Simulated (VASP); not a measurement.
# Pt (P6_3/mmc) in VASP: settings compared

The runs below take Pt through single point, with r2SCAN, LDA.

All numbers are computed with VASP 6.6.1; they aren't measurements. Logs are shortened: lines on timing, memory, paths and dates and some standing lists are left out, and cuts for length are marked.

## 1. The cell of the first run

Symmetry: P6_3/mmc, No. 194, hexagonal system. The conventional cell has a = 2.797 Å, b = 2.797 Å, c = 4.855 Å, α = 90.00°, β = 90.00°, γ = 120.00°. Pt (site symmetry -6m2) has 12 Pt at 2.80 to 2.92 Å within 3.7 Å.

## 2. Single point, r2SCAN

Contents of POSCAR:

```
Pt
1.0
    2.7969943295      0.0000000000      0.0000000000
   -1.3984971647      2.4222681435      0.0000000000
    0.0000000000      0.0000000000      4.8551956265
Pt
2
Direct
    0.3333333333      0.6666666667      0.2500000000
    0.6666666667      0.3333333333      0.7500000000
```

Contents of INCAR.step1:

```
ALGO = Normal ; EDIFF = 1E-4
ENCUT = 520 ; GGA = PE
ISMEAR = -1 ; LASPH = True
LCHARG = False ; LREAL = False
LWAVE = True ; NBANDS = 17
NELM = 80 ; PREC = Accurate
SIGMA = 0.05
```

Contents of INCAR.step2:

```
ALGO = Normal ; EDIFF = 1E-6
ENCUT = 520 ; ISIF = 2
ISMEAR = -1 ; ISTART = 1
LASPH = True ; LCHARG = True
LELF = True ; LMIXTAU = True
LREAL = False ; LVHAR = True
LWAVE = False ; METAGGA = R2SCAN
NBANDS = 17 ; NELM = 80
PREC = Accurate ; SIGMA = 0.05
```

Contents of KPOINTS:

```
k-points
0
Gamma
  11 11 6
```

Potentials or basis: VASP PAW PBE potentials, release 64 (Pt).

Started as:

```console
$ cat potpaw_PBE.64/Pt/POTCAR > POTCAR
$ cp INCAR.step1 INCAR
$ mpirun -np 1 vasp_std > vasp.out
$ cp INCAR.step2 INCAR
$ mpirun -np 1 vasp_std > vasp.out
```

OUTCAR:

```text
EDIFF = 1E-6
   ENCUT = 520
   ISIF = 2
   ISMEAR = -1
   ISTART = 1
   LASPH = True
   LREAL = False
   METAGGA = R2SCAN
   NELM = 80
   PREC = Accurate

 ion  position               nearest neighbor table
   1  0.333  0.667  0.250-   2 2.92   2 2.92   2 2.92   2 2.92   2 2.92   2 2.92
   2  0.667  0.333  0.750-   1 2.92   1 2.92   1 2.92   1 2.92   1 2.92   1 2.92

  LATTYP: Found a hexagonal cell.
 ALAT       =     2.7969943295
 C/A-ratio  =     1.7358618054

  Lattice vectors:

 A1 = (   2.7969943295,   0.0000000000,   0.0000000000)
 A2 = (  -1.3984971647,   2.4222681435,   0.0000000000)
 A3 = (   0.0000000000,   0.0000000000,   4.8551956265)

Analysis of symmetry for initial positions (statically):
=====================================================================
 Subroutine PRICEL returns:
 Original cell was already a primitive cell.

 Routine SETGRP: Setting up the symmetry group for a
 hexagonal supercell.

 Subroutine GETGRP returns: Found 24 space group operations
 (whereof 12 operations were pure point group operations)
 out of a pool of 24 trial point group operations.

The static configuration has the point symmetry D_3d.
 The point group associated with its full space group is D_6h.

Analysis of symmetry for dynamics (positions and initial velocities):
=====================================================================
 Subroutine PRICEL returns:
 Original cell was already a primitive cell.

 Routine SETGRP: Setting up the symmetry group for a
 hexagonal supercell.

 Subroutine GETGRP returns: Found 24 space group operations
 (whereof 12 operations were pure point group operations)
 out of a pool of 24 trial point group operations.

The dynamic configuration has the point symmetry D_3d.
 The point group associated with its full space group is D_6h.

 Subroutine INISYM returns: Found 24 space group operations
 (whereof 12 operations are pure point group operations),
 and found     1 'primitive' translations

----------------------------------------------------------------------------------------

                                     Primitive cell

  volume of cell :      32.8943

  direct lattice vectors                    reciprocal lattice vectors
     2.796994329  0.000000000  0.000000000     0.357526645  0.206418105  0.000000000
    -1.398497165  2.422268144  0.000000000     0.000000000  0.412836210  0.000000000
     0.000000000  0.000000000  4.855195626     0.000000000  0.000000000  0.205964924

  length of vectors
     2.796994329  2.796994329  4.855195626     0.412836210  0.412836210  0.205964924

  position of ions in fractional coordinates (direct lattice)
     0.333333333  0.666666667  0.250000000
     0.666666667  0.333333333  0.750000000

  ion indices of the primitive-cell ions
   primitive index   ion index
                 1           1
                 2           2

----------------------------------------------------------------------------------------

 KPOINTS: k-points

Automatic generation of k-mesh.
 Grid dimensions read from file:
 generate k-points for:   11   11    6

 Generating k-lattice:

  Cartesian coordinates                     Fractional coordinates (reciprocal lattice)
     0.032502422  0.018765282  0.000000000     0.090909091 -0.000000000  0.000000000
     0.000000000  0.037530565  0.000000000     0.000000000  0.090909091  0.000000000
     0.000000000  0.000000000  0.034327487     0.000000000  0.000000000  0.166666667

  Length of vectors
     0.037530565  0.037530565  0.034327487

  Shift w.r.t. Gamma in fractional coordinates (k-lattice)
     0.000000000  0.000000000  0.000000000

 Subroutine IBZKPT returns following result:
 ===========================================

 Found     64 irreducible k-points:

 Following reciprocal coordinates:
            Coordinates               Weight
  0.000000  0.000000  0.000000      1.000000
  0.090909  0.000000  0.000000      6.000000
  0.181818 -0.000000  0.000000      6.000000
  0.272727 -0.000000  0.000000      6.000000
  0.363636 -0.000000  0.000000      6.000000
  0.454545 -0.000000  0.000000      6.000000
[... 16 lines left out ...]
  0.090909  0.090909  0.166667     12.000000
  0.181818  0.090909  0.166667     24.000000
 [... further k-points ...]
   k-points           NKPTS =     64   k-points in BZ     NKDIM =     64   number of bands    NBANDS=     17
   number of dos      NEDOS =    301   number of ions     NIONS =      2
   total plane-waves  NPLWV =  20736
   dimension x,y,z NGX =    24 NGY =   24 NGZ =   36
   dimension x,y,z NGXF=    48 NGYF=   48 NGZF=   72
   ions per type =               2
   NGX,Y,Z   is equivalent  to a cutoff of  14.26, 14.26, 12.33 a.u.
   NGXF,Y,Z  is equivalent  to a cutoff of  28.53, 28.53, 24.65 a.u.
 SYSTEM =  unknown system
   PREC   = accura    normal or accurate (medium, high low for compatibility)
   ISTART =      1    job   : 0-new  1-cont  2-samecut
   ICHARG =      0    charge: 1-file 2-atom 10-const
   ISPIN  =      1    spin polarized calculation?
   LNONCOLLINEAR =      F non collinear calculations
   LSORBIT =      F    spin-orbit coupling
   LASPH  =      T    aspherical Exc in radial PAW
   ENCUT  =  520.0 eV  38.22 Ry    6.18 a.u.   5.20  5.20  9.03*2*pi/ulx,y,z
   NELM   =     80;   NELMIN=  2; NELMDL=  0     # of ELM steps
   EDIFF  = 0.1E-05   stopping-criterion for ELM
   LREAL  =      F    real-space projection
   EDIFFG = 0.1E-04   stopping-criterion for IOM
   NSW    =      0    number of steps for IOM
   IBRION =     -1    ionic relax: 0-MD 1-quasi-New 2-CG
   NFREE  =      0    steps in history (QN), initial steepest desc. (CG)
   ISIF   =      2    stress and relaxation
   ISYM   =      2    0-nonsym 1-usesym 2-fastsym
   POTIM  = 0.5000    time-step for ionic-motion
   TEBEG  =    0.0;   TEEND  =   0.0 temperature during run
   PSTRESS=    0.0 pullay stress
   NELECT =      20.0000    total number of electrons
   NUPDOWN=      -1.0000    fix difference up-down
   EMIN   =  10.00;   EMAX   =-10.00  energy-range for DOS
   EFERMI =   0.00;   METHOD = LEGACY
   ISMEAR =    -1;   SIGMA  =   0.05  broadening in eV -4-tet -1-fermi 0-gaus
   EFERMI_NEDOS =   21; number of points for ismear=-14 and -15
   IALGO  =     38    algorithm
   IMIX   =      4    mixing-type and parameters
     AMIX     =   0.40;   BMIX     =  1.00
     AMIX_MAG =   1.60;   BMIX_MAG =  1.00
  volume/ion in A,a.u.               =      16.45       110.99
  Fermi-wavevector in a.u.,A,eV,Ry     =   1.386898  2.620858 26.170632  1.923487
  Thomas-Fermi vector in A             =   2.511171
   LORBIT       =      0    0 simple, 1 ext, 2 COOP (PROOUT), +10 PAW based schemes
   METAGGA = R2SCAN    functional components
   LHFCALC =     F    Hartree Fock is set to
   AEXX    =    0.0000 exact exchange contribution
   IVDW    =     0    specifies the selected vdW correction
   LEPSILON=     F    determine dielectric tensor
   LRPA    =     F    only Hartree local field effects (RPA)
 non-spin polarized calculation
  energy-cutoff  :      520.00
  volume of cell :       32.89
 maximum number of plane-waves:       898
 NGX is ok and might be reduce to    24
   NGX = 11   NGY = 11   NGZ = 19

 number of electron      19.9999996 magnetization

 Free energy of the ion-electron system (eV)
  ---------------------------------------------------
  ext. energy  EPLUGINS =         0.00000000
  ---------------------------------------------------
  free energy    TOTEN  =      -102.78999851 eV

  energy without entropy =     -102.75567336  energy(sigma->0) =     -102.77283593

 E-fermi :   9.3991     XC(G=0): -14.0121

 val. band max:        9.3960138434   @ k =   0.3636   0.0909   0.0000
 cond. band min:       9.4069488186   @ k =   0.2727   0.2727   0.5000
 fundamental gap:      0.0109349752
 Fermi energy:         9.3990783786

 k-point     1 :       0.0000    0.0000    0.0000
  band No.  band energies     occupation
      1      -0.0901      2.00000
      2       2.5295      2.00000
      3       5.6180      2.00000
      4       6.0979      2.00000
      5       6.0979      2.00000
      6       6.4431      2.00000
[... 9 lines left out ...]
     16      27.6148      0.00000
     17      31.0035      0.00000

 k-point     2 :       0.0909    0.0000    0.0000
  band No.  band energies     occupation
      1       0.2089      2.00000
      2       2.8005      2.00000
      3       5.5683      2.00000
      4       6.1096      2.00000
      5       6.3180      2.00000
      6       6.3212      2.00000
[... 9 lines left out ...]
     16      27.7956      0.00000
     17      29.6115      0.00000

 k-point     3 :       0.1818   -0.0000    0.0000
  band No.  band energies     occupation
      1       1.0422      2.00000
      2       3.4495      2.00000
      3       5.3526      2.00000
      4       5.9023      2.00000
      5       6.0636      2.00000
      6       6.5850      2.00000
[... 9 lines left out ...]
     16      27.4513      0.00000
     17      27.9659      0.00000

 k-point     4 :       0.2727   -0.0000    0.0000
  band No.  band energies     occupation
      1       2.1527      2.00000
      2       3.7521      2.00000
      3       5.0475      2.00000
      4       5.5607      2.00000
      5       5.7524      2.00000
      6       6.7710      2.00000
[... 9 lines left out ...]
     16      26.0538      0.00000
     17      27.7795      0.00000
[... 343 lines left out ...]
      1       3.0431      2.00000
      2       3.2867      2.00000
      3       4.2790      2.00000
      4       5.2802      2.00000
      5       6.5369      2.00000
      6       6.7319      2.00000
[... 9 lines left out ...]
     16      22.5953      0.00000
     17      23.8065      0.00000

 k-point    23 :       0.0909    0.0909    0.1667
  band No.  band energies     occupation
      1       1.0006      2.00000
      2       3.2773      2.00000
      3       5.4093      2.00000
      4       5.7804      2.00000
      5       5.9802      2.00000
      6       6.4857      2.00000
[... 9 lines left out ...]
     16      27.0567      0.00000
     17      27.9138      0.00000

 k-point    24 :       0.1818    0.0909    0.1667
  band No.  band energies     occupation
      1       1.9766      2.00000
      2       3.9629      2.00000
      3       5.1111      2.00000
      4       5.2249      2.00000
      5       5.7653      2.00000
      6       6.3152      2.00000
[... 9 lines left out ...]
     16      26.7052      0.00000
     17      27.5479      0.00000

 [... further k-points ...]
[... 5 lines left out ...]
  --------------------------------------------------------------------------------------
  -------------------------------------------------------------------------------------
  Total       -2.9749584     -2.9749584     -2.6330840     -0.0000000      0.0000000      0.0000000
  in kB     -144.9008532   -144.9008532   -128.2492260     -0.0000000      0.0000000      0.0000000
  external PRESSURE =    -139.3503108 kB  Pullay stress =       0.0000000 kB

 VOLUME and BASIS-vectors are now :
 -----------------------------------------------------------------------------
  energy-cutoff  :      520.00
  volume of cell :       32.89
      direct lattice vectors                 reciprocal lattice vectors
     2.796994329  0.000000000  0.000000000     0.357526645  0.206418105  0.000000000
    -1.398497165  2.422268144  0.000000000     0.000000000  0.412836210  0.000000000
     0.000000000  0.000000000  4.855195626     0.000000000  0.000000000  0.205964924

 POSITION                                       TOTAL-FORCE (eV/Angst)
 -----------------------------------------------------------------------------------
     -0.00000      1.61485      1.21380         0.000000      0.000000      0.000000
      1.39850      0.80742      3.64140        -0.000000     -0.000000      0.000000
 -----------------------------------------------------------------------------------
    total drift:                               -0.000000      0.000000     -0.000000

  FREE ENERGIE OF THE ION-ELECTRON SYSTEM (eV)
  ---------------------------------------------------
  free  energy   TOTEN  =      -102.7899985102 eV

  energy  without entropy=     -102.7556733579  energy(sigma->0) =     -102.77283593
```

Wall time 82 s (1 thread of Intel Xeon Platinum 8259CL at 2.50GHz (Skylake/Cascade Lake), shared host); peak memory 0.18 GiB.

Results:

| Item | Value |
| --- | --- |
| Free energy | -102.7900 eV |
| Pressure | -13.9 GPa |
| Band gap on the k mesh | zero (band 10 reaches 9.78 eV, above the bottom of band 11 at 8.59 eV) |

Stress tensor (GPa, compression positive):
```
-14.49   0.00   0.00
  0.00 -14.49   0.00
  0.00   0.00 -12.82
```

Caveat: the PAW data sets were made with another functional, which shifts forces and pressure a little; spin-orbit coupling is left out, which moves the levels of the heavy elements.

## 3. Single point, r2SCAN

This run uses another cell than the first one, of 16.76 Å³/atom, 1.019 times its volume.

Contents of POSCAR:

```
Pt
1.0
    2.8148100603      0.0000000000      0.0000000000
   -1.4074050301      2.4376970190      0.0000000000
    0.0000000000      0.0000000000      4.8861212732
Pt
2
Direct
    0.3333333333      0.6666666667      0.2500000000
    0.6666666667      0.3333333333      0.7500000000
```

Contents of INCAR.step1:

```
PREC = Accurate
ENCUT = 520
ISMEAR = -1
SIGMA = 0.05
LREAL = False
LASPH = True
NELM = 80
NBANDS = 17
GGA = PE
ALGO = Normal
EDIFF = 1E-4
LWAVE = True
LCHARG = False
```

Contents of INCAR.step2:

```
PREC = Accurate
ENCUT = 520
EDIFF = 1E-6
ISMEAR = -1
SIGMA = 0.05
LREAL = False
LASPH = True
NELM = 80
ALGO = Normal
ISIF = 2
LWAVE = False
LCHARG = False
METAGGA = R2SCAN
LMIXTAU = True
NBANDS = 17
ISTART = 1
```

Contents of KPOINTS:

```
regular mesh
0
Gamma
  11 11 6
```

Potentials or basis: VASP PAW PBE potentials, release 64 (Pt).

Started as:

```console
$ cat potpaw_PBE.64/Pt/POTCAR > POTCAR
$ cp INCAR.step1 INCAR
$ mpirun -np 1 vasp_std > vasp.out
$ cp INCAR.step2 INCAR
$ mpirun -np 1 vasp_std > vasp.out
```

Run time: 81 s. Hardware: 1 thread of Intel Xeon Platinum 8259CL at 2.50GHz (Skylake/Cascade Lake), shared host; peak memory 0.18 GiB.

It converged, with:

```
Free energy            : -102.7284 eV
Pressure               : -17.3 GPa
Band gap on the k mesh : zero (band 10 reaches 9.43 eV, above the bottom of band 11 at 8.28 eV)
```

Stress tensor (GPa, compression positive):
```
-18.03   0.00   0.00
  0.00 -18.03   0.00
  0.00   0.00 -15.81
```

Levels at points of the mesh, in eV from the Fermi level:
```tsv
k point	band 7	band 8	band 9	band 10	band 11	band 12	band 13	band 14
(0.00, 0.00, 0.00)	-2.87	-1.73	-1.73	-0.25	-0.25	-0.24	4.55	16.16
(0.00, 0.00, 0.50)	-3.20	-3.20	-0.79	-0.79	-0.79	-0.79	12.12	12.12
```

Caveat: the PAW data sets were made with another functional, which shifts forces and pressure a little; spin-orbit coupling is left out, which moves the levels of the heavy elements.

## 4. Single point, r2SCAN

This run uses another cell than the first one, of 16.76 Å³/atom, 1.019 times its volume.

POSCAR is that of step 3.

INCAR.step1 is that of step 3.

INCAR.step2 is that of step 3.

KPOINTS is that of step 3.

Started as:

```console
$ cat potpaw_PBE.64/Pt/POTCAR > POTCAR
$ cp INCAR.step1 INCAR
$ mpirun -np 1 vasp_std > vasp.out
$ cp INCAR.step2 INCAR
$ mpirun -np 1 vasp_std > vasp.out
```

Run time: 4.3 min. Hardware: 1 thread of AMD EPYC 7R43 (Zen 3), shared host; peak memory 0.14 GiB.

The run converged. Its results:

- Free energy: -102.7284 eV
- Pressure: -17.3 GPa
- Band gap on the k mesh: zero (band 10 reaches 9.43 eV, above the bottom of band 11 at 8.28 eV)

Stress tensor (GPa, compression positive):
```
-18.03   0.00   0.00
  0.00 -18.03   0.00
  0.00   0.00 -15.81
```

Levels at points of the mesh, in eV from the Fermi level:
| k point | band 7 | band 8 | band 9 | band 10 | band 11 | band 12 | band 13 | band 14 |
| --- | --- | --- | --- | --- | --- | --- | --- | --- |
| (0.00, 0.00, 0.00) | -2.87 | -1.73 | -1.73 | -0.25 | -0.25 | -0.24 | 4.55 | 16.16 |
| (0.00, 0.00, 0.50) | -3.20 | -3.20 | -0.79 | -0.79 | -0.79 | -0.79 | 12.12 | 12.12 |

Caveat: the PAW data sets were made with another functional, which shifts forces and pressure a little; spin-orbit coupling is left out, which moves the levels of the heavy elements.

## 5. Single point, LDA

This run uses another cell than the first one, of 14.87 Å³/atom, 0.904 times its volume.

Contents of INCAR:

```
SYSTEM = Pt
  PREC = Accurate
  ENCUT = 520
  EDIFF = 1E-7
  ISMEAR = -1
  SIGMA = 0.05
  LREAL = .False.
  LASPH = .True.
  NELM = 100
  ALGO = Normal
  ISIF = 2
  LWAVE = .False.
  LCHARG = .True.
  GGA = CA
  LELF = .True.
  LVHAR = .True.
  NBANDS = 17
```

Contents of KPOINTS:

```
regular mesh
0
Gamma
  11 11 6
  0 0 0
```

Contents of POSCAR:

```
Pt
1.0
    2.7043096880      0.0000000000      0.0000000000
   -1.3521548440      2.3420008895      0.0000000000
    0.0000000000      0.0000000000      4.6943078975
Pt
2
Direct
    0.3333333333      0.6666666667      0.2500000000
    0.6666666667      0.3333333333      0.7500000000
```

Potentials or basis: VASP PAW LDA potentials, release 64 (Pt).

Started as:

```console
$ cat potpaw_LDA.64/Pt/POTCAR > POTCAR
$ mpirun -np 1 vasp_std > vasp.out
```

It took 12 s on 1 thread of Intel Xeon 6975P-C (Granite Rapids), shared host; peak memory 0.14 GiB.

The run converged. Its results:

* Free energy: -14.8817 eV
* Pressure: 1.0 GPa
* Band gap on the k mesh: zero (band 10 reaches 11.85 eV, above the bottom of band 11 at 10.53 eV)

Stress tensor (GPa, compression positive):
```
 2.16  0.00  0.00
 0.00  2.16  0.00
 0.00  0.00 -1.45
```

Levels at points of the mesh, in eV from the Fermi level:
```csv
k point,band 6,band 7,band 8,band 9,band 10,band 11,band 12,band 13,band 14,band 15
"(0.00, 0.00, 0.00)",-3.38,-3.38,-1.98,-1.98,-1.00,-0.23,-0.23,5.07,15.00,15.63
"(0.00, 0.00, 0.50)",-3.78,-3.78,-3.78,-0.86,-0.86,-0.86,-0.86,12.33,12.33,15.50
```

Caveat: spin-orbit coupling is left out, which moves the levels of the heavy elements.

(Part 1 of 2 ends here.)
